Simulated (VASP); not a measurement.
Wanted: the native input for a VASP 6.6.1 run.

```yaml
Task: single point
Functional: PBE
Potentials_or_basis: VASP PAW PBE potentials, release 64 (Ti_sv, B)
Cutoff: 500 eV
k_mesh: 8 × 8 × 8
Occupations: methfessel-paxton, width 0.05 eV
Spin: no spin polarisation
Dipole_correction: no
Further_INCAR_settings: ALGO = Normal; EDIFF = 1e-06; NBANDS = 16
```

The structure of TiB2 lies in POSCAR:

```
TiB2
1.0
    0.0000000000      2.4970963434      2.4970963434
    2.4970963434      0.0000000000      2.4970963434
    2.4970963434      2.4970963434      0.0000000000
Ti B
1 2
Direct
    0.0000000000      0.0000000000      0.0000000000
    0.2500000000      0.2500000000      0.2500000000
    0.7500000000      0.7500000000      0.7500000000
```

These files were run (other wordings do the same):

INCAR

```
SYSTEM = TiB2
PREC = Accurate
ENCUT = 500
EDIFF = 1E-6
ISMEAR = 1
SIGMA = 0.05
LREAL = .FALSE.
LASPH = .TRUE.
NELM = 120
ALGO = Normal
ISIF = 2
LWAVE = .FALSE.
LCHARG = .TRUE.
GGA = PE
LELF = .TRUE.
LVHAR = .TRUE.
NBANDS = 16
GGA_COMPAT = .FALSE.
```

KPOINTS

```
regular mesh
0
G
  8 8 8
  0 0 0
```

Potentials or basis: VASP PAW PBE potentials, release 64 (Ti_sv, B).

Command:

```sh
$ cat potpaw_PBE.64/Ti_sv/POTCAR potpaw_PBE.64/B/POTCAR > POTCAR
$ mpirun -np 1 vasp_std > vasp.out
```

It gave:

The pressure is 9.8 GPa. The band gap on the k mesh is zero (bands 9 and 10 overlap by 1.69 eV).

Caveat: the cell stands under pressure.

It took 20 s on 1 thread of Intel(R) Xeon(R) Platinum 8488C (Sapphire Rapids), with other jobs on the host, peak memory 0.16 GiB.
